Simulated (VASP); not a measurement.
# Rh (P6_3/mmc) in VASP: further runs

Aim: see how the results for Rh move with the level of theory and the settings. Levels: BLYP+D3(BJ), PBEsol+D3(BJ), LDA. Tasks: single point, relaxation of cell and atoms.

Program: VASP 6.6.1. These are calculated values, not measurements. Logs are shortened: lines on timing, memory, paths and dates and some standing lists are left out, and cuts for length are marked.

### 1 The cell of the first run

It takes space group P6_3/mmc (No. 194, hexagonal). The conventional cell has a = 2.713 Å, b = 2.713 Å, c = 4.370 Å, α = 90.00°, β = 90.00°, γ = 120.00°. Within 3.5 Å of Rh (site symmetry -6m2) lie 12 Rh at 2.69 to 2.71 Å.

This isn't the form of Rh at room conditions, which is fcc.

### 2 Single point, BLYP+D3(BJ)

File INCAR:

```
SYSTEM = Rh
PREC     = Accurate       ! precision mode
ENCUT    = 520            ! plane-wave cutoff, eV
EDIFF    = 1E-6           ! SCF threshold, eV
ISMEAR   = -1             ! smearing method
SIGMA    = 0.15           ! smearing width, eV
LREAL    = .FALSE.        ! projectors in reciprocal space
LASPH    = .TRUE.         ! aspherical terms in the spheres
NELM     = 100            ! most SCF steps
ALGO     = Normal         ! electronic algorithm
ISIF     = 2              ! what is computed and relaxed
LWAVE    = .FALSE.        ! write WAVECAR
LCHARG   = .FALSE.        ! write CHGCAR
GGA      = B5             ! functional
ALDAX    = 1.0          
AGGAX    = 1.0          
AGGAC    = 1.0          
ALDAC    = 0.0          
IVDW     = 12             ! dispersion correction
VDW_S6   = 1.0          
VDW_S8   = 2.6996       
VDW_A1   = 0.4298       
VDW_A2   = 4.2359       
NBANDS   = 22             ! bands
```

File KPOINTS:

```
Automatic mesh
0
G
  11 11 6
  0 0 0
```

File POSCAR:

```
Rh
1.0
    2.7128593840      0.0000000000      0.0000000000
   -1.3564296920      2.3494051435      0.0000000000
    0.0000000000      0.0000000000      4.3699174529
Rh
2
Direct
    0.6666666667      0.3333333333      0.7500000000
    0.3333333333      0.6666666667      0.2500000000
```

Potentials or basis: VASP PAW PBE potentials, release 64 (Rh_pv).

The run is started by

```console
$ cat potpaw_PBE.64/Rh_pv/POTCAR > POTCAR
$ mpirun -np 1 vasp_std > vasp.out
```

OUTCAR:

```text
SYSTEM = Rh
   PREC = Accurate
   ENCUT = 520
   EDIFF = 1E-6
   ISMEAR = -1
   LREAL = .FALSE.
   LASPH = .TRUE.
   NELM = 100
   ISIF = 2
   GGA = B5
   IVDW = 12
 IVDW          = 12

 ion  position               nearest neighbor table
   1  0.667  0.333  0.750-   2 2.69   2 2.69   2 2.69   2 2.69   2 2.69   2 2.69
   2  0.333  0.667  0.250-   1 2.69   1 2.69   1 2.69   1 2.69   1 2.69   1 2.69

  LATTYP: Found a hexagonal cell.
 ALAT       =     2.7128593840
 C/A-ratio  =     1.6108160558

  Lattice vectors:

 A1 = (   2.7128593840,   0.0000000000,   0.0000000000)
 A2 = (  -1.3564296920,   2.3494051435,   0.0000000000)
 A3 = (   0.0000000000,   0.0000000000,   4.3699174529)

Analysis of symmetry for initial positions (statically):
=====================================================================
 Subroutine PRICEL returns:
 Original cell was already a primitive cell.

 Routine SETGRP: Setting up the symmetry group for a
 hexagonal supercell.

 Subroutine GETGRP returns: Found 24 space group operations
 (whereof 12 operations were pure point group operations)
 out of a pool of 24 trial point group operations.

The static configuration has the point symmetry D_3d.
 The point group associated with its full space group is D_6h.

Analysis of symmetry for dynamics (positions and initial velocities):
=====================================================================
 Subroutine PRICEL returns:
 Original cell was already a primitive cell.

 Routine SETGRP: Setting up the symmetry group for a
 hexagonal supercell.

 Subroutine GETGRP returns: Found 24 space group operations
 (whereof 12 operations were pure point group operations)
 out of a pool of 24 trial point group operations.

The dynamic configuration has the point symmetry D_3d.
 The point group associated with its full space group is D_6h.

 Subroutine INISYM returns: Found 24 space group operations
 (whereof 12 operations are pure point group operations),
 and found     1 'primitive' translations

----------------------------------------------------------------------------------------

                                     Primitive cell

  volume of cell :      27.8521

  direct lattice vectors                    reciprocal lattice vectors
     2.712859384  0.000000000  0.000000000     0.368614756  0.212819829  0.000000000
    -1.356429692  2.349405143  0.000000000     0.000000000  0.425639657  0.000000000
     0.000000000  0.000000000  4.369917453     0.000000000  0.000000000  0.228837275

  length of vectors
     2.712859384  2.712859384  4.369917453     0.425639657  0.425639657  0.228837275

  position of ions in fractional coordinates (direct lattice)
     0.666666667  0.333333333  0.750000000
     0.333333333  0.666666667  0.250000000

  ion indices of the primitive-cell ions
   primitive index   ion index
                 1           1
                 2           2

----------------------------------------------------------------------------------------

 KPOINTS: Automatic mesh

Automatic generation of k-mesh.
 Grid dimensions read from file:
 generate k-points for:   11   11    6

 Generating k-lattice:

  Cartesian coordinates                     Fractional coordinates (reciprocal lattice)
     0.033510432  0.019347257  0.000000000     0.090909091 -0.000000000  0.000000000
     0.000000000  0.038694514  0.000000000     0.000000000  0.090909091  0.000000000
     0.000000000  0.000000000  0.038139546     0.000000000  0.000000000  0.166666667

  Length of vectors
     0.038694514  0.038694514  0.038139546

  Shift w.r.t. Gamma in fractional coordinates (k-lattice)
     0.000000000  0.000000000  0.000000000

 Subroutine IBZKPT returns following result:
 ===========================================

 Found     64 irreducible k-points:

 Following reciprocal coordinates:
            Coordinates               Weight
  0.000000  0.000000  0.000000      1.000000
  0.090909 -0.000000  0.000000      6.000000
  0.181818 -0.000000  0.000000      6.000000
  0.272727 -0.000000  0.000000      6.000000
  0.363636 -0.000000  0.000000      6.000000
  0.454545 -0.000000  0.000000      6.000000
[... 16 lines left out ...]
  0.090909  0.090909  0.166667     12.000000
  0.181818  0.090909  0.166667     24.000000
 [... further k-points ...]
   k-points           NKPTS =     64   k-points in BZ     NKDIM =     64   number of bands    NBANDS=     22
   number of dos      NEDOS =    301   number of ions     NIONS =      2
   total plane-waves  NPLWV =  14400
   dimension x,y,z NGX =    20 NGY =   20 NGZ =   36
   dimension x,y,z NGXF=    40 NGYF=   40 NGZF=   72
   ions per type =               2
   NGX,Y,Z   is equivalent  to a cutoff of  12.26, 12.26, 13.70 a.u.
   NGXF,Y,Z  is equivalent  to a cutoff of  24.51, 24.51, 27.39 a.u.
 SYSTEM =  Rh
   PREC   = accura    normal or accurate (medium, high low for compatibility)
   ISTART =      0    job   : 0-new  1-cont  2-samecut
[... 35 lines left out ...]
   IVDW    =    12    specifies the selected vdW correction
   LEPSILON=     F    determine dielectric tensor
   LRPA    =     F    only Hartree local field effects (RPA)
 non-spin polarized calculation
  energy-cutoff  :      520.00
  volume of cell :       27.85
 maximum number of plane-waves:       772
   NGX = 11   NGY = 11   NGZ = 17

 number of electron      30.0000008 magnetization

 Free energy of the ion-electron system (eV)
  ---------------------------------------------------
  ext. energy  EPLUGINS =         0.00000000
  ---------------------------------------------------
  free energy    TOTEN  =       -12.27300079 eV

  energy without entropy =      -12.02198781  energy(sigma->0) =      -12.14749430

 E-fermi :  12.2693     XC(G=0): -13.2987

 val. band max:       12.2688593508   @ k =   0.3636  -0.0000   0.0000
 cond. band min:      12.2693245794   @ k =   0.3636   0.0909   0.3333
 fundamental gap:      0.0004652286
 Fermi energy:        12.2692843707

 k-point     1 :       0.0000    0.0000    0.0000
  band No.  band energies     occupation
      1     -34.6924      2.00000
      2     -34.0577      2.00000
      3     -34.0577      2.00000
      4     -33.9578      2.00000
      5     -33.9509      2.00000
      6     -33.9509      2.00000
[... 14 lines left out ...]
     21      30.7232      0.00000
     22      31.2852      0.00000

 k-point     2 :       0.0909   -0.0000    0.0000
  band No.  band energies     occupation
      1     -34.6738      2.00000
      2     -34.0989      2.00000
      3     -34.0712      2.00000
      4     -33.9937      2.00000
      5     -33.9658      2.00000
      6     -33.9574      2.00000
[... 14 lines left out ...]
     21      31.0374      0.00000
     22      31.4085      0.00000

 k-point     3 :       0.1818   -0.0000    0.0000
  band No.  band energies     occupation
      1     -34.6213      2.00000
      2     -34.2096      2.00000
      3     -34.1066      2.00000
      4     -34.1064      2.00000
      5     -33.9900      2.00000
      6     -33.9758      2.00000
[... 14 lines left out ...]
     21      30.9879      0.00000
     22      31.2363      0.00000

 k-point     4 :       0.2727   -0.0000    0.0000
  band No.  band energies     occupation
      1     -34.5440      2.00000
      2     -34.3549      2.00000
      3     -34.2503      2.00000
      4     -34.1508      2.00000
      5     -34.0302      2.00000
      6     -34.0012      2.00000
[... 14 lines left out ...]
     21      28.6885      0.00000
     22      29.5293      0.00000

 k-point     5 :       0.3636   -0.0000    0.0000
  band No.  band energies     occupation
      1     -34.4886      2.00000
      2     -34.4573      2.00000
      3     -34.3784      2.00000
      4     -34.1905      2.00000
      5     -34.0826      2.00000
      6     -34.0255      2.00000
[... 417 lines left out ...]
 k-point    22 :       0.4545   -0.0000    0.1667
  band No.  band energies     occupation
      1     -34.6020      2.00000
      2     -34.4907      2.00000
      3     -34.3281      2.00000
      4     -34.2021      2.00000
      5     -34.1179      2.00000
      6     -34.0519      2.00000
[... 14 lines left out ...]
     21      26.1683      0.00000
     22      26.9394      0.00000

 k-point    23 :       0.0909    0.0909    0.1667
  band No.  band energies     occupation
      1     -34.6010      2.00000
      2     -34.1546      2.00000
      3     -34.1252      2.00000
      4     -34.0760      2.00000
      5     -33.9933      2.00000
      6     -33.9844      2.00000
[... 14 lines left out ...]
     21      30.2564      0.00000
     22      31.1082      0.00000

 k-point    24 :       0.1818    0.0909    0.1667
  band No.  band energies     occupation
      1     -34.5540      2.00000
      2     -34.2666      2.00000
      3     -34.2368      2.00000
      4     -34.1250      2.00000
      5     -34.0238      2.00000
      6     -34.0124      2.00000
[... 14 lines left out ...]
     21      28.5139      0.00000
     22      30.0109      0.00000

 [... further k-points ...]

------------------------ aborting loop because EDIFF is reached ----------------------------------------

 Edisp (eV)   -2.94690

 E8    (eV) :    -2.1939

  FORCE on cell =-STRESS in cart. coord.  units (eV):
  Direction    XX          YY          ZZ          XY          YZ          ZX
  --------------------------------------------------------------------------------------
  -------------------------------------------------------------------------------------
  Total       0.11587     0.11587     0.11807     0.00000     0.00000     0.00000
  in kB       6.66515     6.66515     6.79210     0.00000     0.00000     0.00000
  external pressure =        6.71 kB  Pullay stress =        0.00 kB

 VOLUME and BASIS-vectors are now :
 -----------------------------------------------------------------------------
  energy-cutoff  :      520.00
  volume of cell :       27.85
      direct lattice vectors                 reciprocal lattice vectors
     2.712859384  0.000000000  0.000000000     0.368614756  0.212819829  0.000000000
    -1.356429692  2.349405143  0.000000000     0.000000000  0.425639657  0.000000000
     0.000000000  0.000000000  4.369917453     0.000000000  0.000000000  0.228837275

 POSITION                                       TOTAL-FORCE (eV/Angst)
 -----------------------------------------------------------------------------------
      1.35643      0.78314      3.27744         0.000000     -0.000000      0.000000
     -0.00000      1.56627      1.09248        -0.000000      0.000000      0.000000
 -----------------------------------------------------------------------------------
    total drift:                               -0.000000      0.000000     -0.000000

  FREE ENERGIE OF THE ION-ELECTRON SYSTEM (eV)
  ---------------------------------------------------
  free  energy   TOTEN  =       -15.2199034346 eV

  energy  without entropy=      -14.9688904517  energy(sigma->0) =      -15.09439694
```

Run time: 26 s. Hardware: 1 thread of AMD EPYC 7R13 (Zen 3), shared host; peak memory 0.14 GiB.

What came out:

```
Free energy                : -15.2199 eV
Pressure                   : 0.7 GPa
Band gap on the k mesh     : zero (bands 15 and 16 overlap by 2.31 eV)
Dispersion energy per atom : -1.473 eV
```

Caveat: the dispersion term is far too large for a dense solid, which distorts pressure and volume; the PAW data sets were made with another functional, which shifts forces and pressure a little.

### 3 Relaxation of cell and atoms, PBEsol+D3(BJ)

This run uses another cell than the first one, of 14.30 Å³/atom.

File INCAR:

```
PREC = Accurate ; ENCUT = 600
EDIFF = 1E-6 ; ISMEAR = -1
SIGMA = 0.15 ; LREAL = False
LASPH = True ; NELM = 100
ALGO = Normal ; ISIF = 3
LWAVE = False ; LCHARG = False
GGA = PS ; IVDW = 12
IBRION = 2 ; NSW = 80
EDIFFG = -0.01
```

File KPOINTS:

```
regular mesh
0
Gamma
  11 11 6
```

File POSCAR:

```
Rh
1.0
    2.7309790000      0.0000000000      0.0000000000
   -1.3654895000      2.3650971912      0.0000000000
    0.0000000000      0.0000000000      4.4284890000
Rh
2
Direct
    0.6666670000      0.3333330000      0.7500000000
    0.3333330000      0.6666670000      0.2500000000
```

Potentials or basis: VASP PAW PBE potentials, release 64 (Rh_pv).

The run is started by

```console
$ cat potpaw_PBE.64/Rh_pv/POTCAR > POTCAR
$ mpirun -np 1 vasp_std > vasp.out
```

Wall time 1.7 min (1 thread of AMD EPYC 7R13 (Zen 3), shared host); peak memory 0.17 GiB.

Results (log left out):

| Property | Result |
| --- | --- |
| Free energy | -17.5591 eV |
| Relaxed volume | 13.26 Å³/atom |
| Relaxed cell | a = 2.668 Å, b = 2.668 Å, c = 4.303 Å, α = 90.00°, β = 90.00°, γ = 120.00° |
| Space group after relaxing (to 0.1 Å) | P6_3/mmc (No. 194) |
| Energy gained by relaxing | 68.3 meV/atom |
| Ionic steps | 7 |
| Pressure after relaxing | 0.0 GPa |
| Band gap on the k mesh | zero (bands 15 and 16 overlap by 2.53 eV) |
| Dispersion energy per atom | -0.631 eV |

Step by step:
```tsv
step	energy change (eV)	largest force (eV/Å)	pressure (GPa)	volume (Å³)
1	0.0000	0.0000	-19.38	28.60
2	0.9485	0.0000	92.85	22.02
3	-0.1357	0.0000	-1.56	26.66
4	-0.1363	0.0000	-0.41	26.56
5	-0.1364	0.0000	0.08	26.52
6	-0.1365	0.0000	0.03	26.52
7	-0.1365	0.0000	0.04	26.52
```

Final structure:
```
Rh
1.0
     2.66772    0.00000    0.00000
    -1.33386    2.31031    0.00000
     0.00000    0.00000    4.30332
Rh
2
Direct
  0.66667 0.33333 0.75000
  0.33333 0.66667 0.25000
```

Levels at points of the mesh, in eV from the Fermi level:
```
           k point  band 13  band 14  band 15  band 16  band 17  band 18
(0.00, 0.00, 0.00)    -2.65    -2.03    -2.03     0.17     0.17     0.65
(0.00, 0.00, 0.50)    -3.34    -3.34    -0.44    -0.44    -0.44    -0.44
```

Caveat: the PAW data sets were made with another functional, which shifts forces and pressure a little.

### 4 Relaxation of cell and atoms, LDA

This run uses another cell than the first one, of 14.30 Å³/atom.

File INCAR:

```
  PREC = Accurate
  ENCUT = 600
  EDIFF = 1E-7
  ISMEAR = -1
  SIGMA = 0.15
  LREAL = False
  LASPH = True
  NELM = 60
  ALGO = Normal
  ISIF = 3
  LWAVE = False
  LCHARG = False
  GGA = CA
  IBRION = 2
  NSW = 80
  EDIFFG = -0.01
```

KPOINTS is that of step 3.

POSCAR is that of step 3.

Potentials or basis: VASP PAW LDA potentials, release 64 (Rh_pv).

The run is started by

```console
$ cat potpaw_LDA.64/Rh_pv/POTCAR > POTCAR
$ mpirun -np 1 vasp_std > vasp.out
```

It took 98 s on 1 thread of AMD EPYC 7R13 (Zen 3), shared host; peak memory 0.14 GiB.

The run converged. Its results:

```
Free energy                           : -17.3986 eV
Relaxed volume                        : 13.35 Å³/atom
Relaxed cell                          : a = 2.674 Å, b = 2.674 Å, c = 4.311 Å, α = 90.00°, β = 90.00°, γ = 120.00°
Space group after relaxing (to 0.1 Å) : P6_3/mmc (No. 194)
Energy gained by relaxing             : 56.6 meV/atom
Ionic steps                           : 7
Pressure after relaxing               : 0.1 GPa
Band gap on the k mesh                : zero (bands 15 and 16 overlap by 2.51 eV)
```

The path:
```csv
step,energy change (eV),largest force (eV/Å),pressure (GPa),volume (Å³)
1,0.0000,0.0000,-17.75,28.60
2,0.7752,0.0000,80.71,22.53
3,-0.1125,0.0000,-1.30,26.82
4,-0.1130,0.0000,-0.30,26.74
5,-0.1130,0.0000,0.13,26.70
6,-0.1132,0.0000,0.10,26.70
7,-0.1132,0.0000,0.10,26.70
```

Final structure:
```cif
data_structure
_symmetry_space_group_name_H-M 'P 1'
_symmetry_Int_Tables_number 1
_cell_length_a 2.6744
_cell_length_b 2.6744
_cell_length_c 4.3107
_cell_angle_alpha 90.000
_cell_angle_beta 90.000
_cell_angle_gamma 120.000
_cell_volume 26.70
loop_
_atom_site_label
_atom_site_type_symbol
_atom_site_fract_x
_atom_site_fract_y
_atom_site_fract_z
_atom_site_occupancy
Rh1 Rh 0.66667 0.33333 0.75000 1
Rh2 Rh 0.33333 0.66667 0.25000 1
```

Levels at points of the mesh, in eV from the Fermi level:
```csv
k point,band 12,band 13,band 14,band 15,band 16,band 17,band 18,band 19
"(0.00, 0.00, 0.00)",-2.63,-2.63,-2.02,-2.02,0.17,0.17,0.71,8.94
"(0.00, 0.00, 0.50)",-3.31,-3.31,-3.31,-0.43,-0.43,-0.43,-0.43,14.97
```

### 5 Relaxation of cell and atoms, BLYP+D3(BJ)

This run uses another cell than the first one, of 14.30 Å³/atom.

File INCAR:

```
PREC = Accurate ; ENCUT = 600
EDIFF = 1E-6 ; ISMEAR = -1
SIGMA = 0.15 ; LREAL = False
LASPH = True ; NELM = 80
ALGO = Normal ; ISIF = 3
LWAVE = False ; LCHARG = False
GGA = B5 ; ALDAX = 1.0
AGGAX = 1.0 ; AGGAC = 1.0
ALDAC = 0.0 ; IVDW = 12
VDW_S6 = 1.0 ; VDW_S8 = 2.6996
VDW_A1 = 0.4298 ; VDW_A2 = 4.2359
IBRION = 2 ; NSW = 80
EDIFFG = -0.01
```

KPOINTS is that of step 4.

POSCAR is that of step 4.

Potentials or basis: VASP PAW PBE potentials, release 64 (Rh_pv).

The run is started by

```console
$ cat potpaw_PBE.64/Rh_pv/POTCAR > POTCAR
$ mpirun -np 1 vasp_std > vasp.out
```

Run time: 1.8 min. Hardware: 1 thread of AMD EPYC 7R13 (Zen 3), shared host; peak memory 0.16 GiB.

It converged, with:

```yaml
Free_energy: -15.2194 eV
Relaxed_volume: 13.96 Å³/atom
Relaxed_cell: a = 2.715 Å, b = 2.715 Å, c = 4.374 Å, α = 90.00°, β = 90.00°, γ = 120.00°
Space_group_after_relaxing_to_0.1_Å: P6_3/mmc (No. 194)
Energy_gained_by_relaxing: 6.8 meV/atom
Ionic_steps: 5
Pressure_after_relaxing: 0.0 GPa
Band_gap_on_the_k_mesh: zero (bands 15 and 16 overlap by 2.30 eV)
Dispersion_energy_per_atom: -1.470 eV
```

The path:
| step | energy change (eV) | largest force (eV/Å) | pressure (GPa) | volume (Å³) |
| --- | --- | --- | --- | --- |
| 1 | 0.0000 | 0.0000 | -5.92 | 28.60 |
| 2 | 0.0541 | 0.0000 | 15.89 | 26.47 |
| 3 | -0.0134 | 0.0000 | -0.06 | 27.92 |
| 4 | -0.0134 | 0.0000 | 0.10 | 27.91 |
| 5 | -0.0137 | 0.0000 | 0.02 | 27.92 |

Final structure:
```
Rh
1.0
     2.71478    0.00000    0.00000
    -1.35739    2.35106    0.00000
     0.00000    0.00000    4.37365
Rh
2
Cartesian
  1.3574 0.7837 3.2802
  0.0000 1.5674 1.0934
```

Levels at points of the mesh, in eV from the Fermi level:
| k point | band 12 | band 13 | band 14 | band 15 | band 16 | band 17 | band 18 | band 19 |
| --- | --- | --- | --- | --- | --- | --- | --- | --- |
| (0.00, 0.00, 0.00) | -2.44 | -2.44 | -1.88 | -1.88 | 0.15 | 0.15 | 1.11 | 8.62 |
| (0.00, 0.00, 0.50) | -3.07 | -3.03 | -3.03 | -0.42 | -0.42 | -0.42 | -0.42 | 15.15 |

Caveat: the dispersion term is far too large for a dense solid, which distorts pressure and volume; the PAW data sets were made with another functional, which shifts forces and pressure a little.

### 6 Summary

| task | level | potentials or basis | cell | cutoff (eV) | gap on the mesh (eV) | pressure (GPa) | relaxed volume (Å³/atom) |
| --- | --- | --- | --- | --- | --- | --- | --- |
| single point | BLYP+D3(BJ) | VASP PAW PBE potentials, release 64 (Rh_pv) | a = 2.713, b = 2.713, c = 4.370 Å, angles 90.0, 90.0, 120.0°, 2 atoms | 520 | none | 0.7 | - |
| relaxation of cell and atoms | PBEsol+D3(BJ) | VASP PAW PBE potentials, release 64 (Rh_pv) | relaxed from a = 2.731, b = 2.731, c = 4.428 Å, angles 90.0, 90.0, 120.0°, 2 atoms | 600 | none | 0.0 | 13.26 |
| relaxation of cell and atoms | LDA | VASP PAW LDA potentials, release 64 (Rh_pv) | relaxed from a = 2.731, b = 2.731, c = 4.428 Å, angles 90.0, 90.0, 120.0°, 2 atoms | 600 | none | 0.1 | 13.35 |
| relaxation of cell and atoms | BLYP+D3(BJ) | VASP PAW PBE potentials, release 64 (Rh_pv) | relaxed from a = 2.731, b = 2.731, c = 4.428 Å, angles 90.0, 90.0, 120.0°, 2 atoms | 600 | none | 0.0 | 13.96 |

Alike in all rows: no spin polarisation; k mesh 11 × 11 × 6; smearing fermi-dirac 0.15 eV.

Caveats: the PAW data sets were made with another functional, which shifts forces and pressure a little (at least some runs); the dispersion term is far too large for a dense solid, which distorts pressure and volume (at least some runs).

Absolute energies hang on the potentials; compare differences alone.
